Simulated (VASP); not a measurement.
Wanted: the native input for a VASP 6.6.1 run.

```yaml
Task: single point
Functional: PBE
Potentials_or_basis: VASP PAW PBE potentials, release 64 (Hf_pv)
Cutoff: 520 eV
k_mesh: 13 × 13 × 7
Occupations: fermi-dirac, width 0.05 eV
Spin: no spin polarisation
Dipole_correction: no
Further_INCAR_settings: ALGO = Normal; EDIFF = 1e-06; NBANDS = 17
```

The structure of Hf lies in POSCAR:

```
Hf
1.0
    3.1966985242     -0.0479504779      0.0000000000
   -1.6398755940      2.7923973691      0.0000000000
    0.0000000000      0.0000000000      5.0578000000
Hf
2
Direct
    0.3333333333      0.6666666667      0.2500000000
    0.6666666667      0.3333333333      0.7500000000
```

This cell differs from its parent crystal: xy shear strain of -3 %.

The input as run:

INCAR

```
SYSTEM = Hf
PREC     = Accurate       ! precision mode
ENCUT    = 520            ! plane-wave cutoff, eV
EDIFF    = 1E-6           ! SCF threshold, eV
ISMEAR   = -1             ! smearing method
SIGMA    = 0.05           ! smearing width, eV
LREAL    = .False.        ! projectors in reciprocal space
LASPH    = .True.         ! aspherical terms in the spheres
NELM     = 100            ! most SCF steps
ALGO     = Normal         ! electronic algorithm
ISIF     = 2              ! what is computed and relaxed
LWAVE    = .False.        ! write WAVECAR
LCHARG   = .False.        ! write CHGCAR
GGA      = PE             ! functional
NBANDS   = 17             ! bands
```

KPOINTS

```
Automatic mesh
0
Gamma
  13 13 7
  0 0 0
```

Potentials or basis: VASP PAW PBE potentials, release 64 (Hf_pv).

Command:

```bash
$ cat potpaw_PBE.64/Hf_pv/POTCAR > POTCAR
$ mpirun -np 1 vasp_std > vasp.out
```

Results of the run:

```json
{"Pressure": "0.4 GPa", "Largest force": "0.083 eV/Å", "Band gap on the k mesh": "zero (bands 10 and 11 overlap by 1.35 eV)"}
```

Caveat: the cell differs from its parent crystal (xy shear strain of -3 %); spin-orbit coupling is left out, which moves the levels of the heavy elements.

Run time: 92 s on 1 thread of Intel(R) Xeon(R) Platinum 8375C CPU @ 2.90GHz (Ice Lake), with other jobs on the host, peak memory 0.32 GiB.
